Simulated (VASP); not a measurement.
The system is BIr3Pd.

```xyz
5
Lattice="3.9961 0.0000 0.0000 0.0000 3.9961 0.0000 0.0000 0.0000 3.9961" Properties=species:S:1:pos:R:3 pbc="T T T"
B     1.9981    1.9981    1.9981
Pd    0.0000    0.0000    0.0000
Ir    0.0000    1.9981    1.9981
Ir    1.9981    1.9981    0.0000
Ir    1.9981    0.0000    1.9981
```

* Program: VASP 6.6.1
* Task: relaxation of cell and atoms
* Functional: PBE
* Potentials or basis: VASP PAW PBE potentials, release 64 (B, Pd_sv_GW, Ir_sv_GW)
* Cutoff: 540 eV
* k mesh: 4 × 4 × 4
* Occupations: gaussian, width 0.1 eV
* Spin: no spin polarisation

At the start: pressure 22.6 GPa; volume 12.76 Å³/atom.

Problem. How do energy, volume and symmetry change on relaxing?

Solution. Over 4 steps the energy falls by 61.4 meV/atom and the volume is 13.71 Å³/atom (+7.4 %); space group Pm-3m (No. 221, to 0.05 Å).

The path:
| step | energy change (eV) | largest force (eV/Å) | pressure (GPa) | volume (Å³) |
| --- | --- | --- | --- | --- |
| 1 | 0.0000 | 0.0000 | 22.61 | 63.81 |
| 2 | 1.1875 | 0.0000 | -29.76 | 81.93 |
| 3 | -0.3055 | 0.0000 | -1.45 | 68.88 |
| 4 | -0.3072 | 0.0000 | -0.19 | 68.54 |

Final structure:
```
B Pd Ir
1.0
     4.09249    0.00000    0.00000
     0.00000    4.09249    0.00000
     0.00000    0.00000    4.09249
B Pd Ir
1 1 3
Direct
  0.50000 0.50000 0.50000
  0.00000 0.00000 0.00000
  0.00000 0.50000 0.50000
  0.50000 0.50000 0.00000
  0.50000 0.00000 0.50000
```

Caveat: the k points lie up to 0.38 Å⁻¹ apart in the final cell.
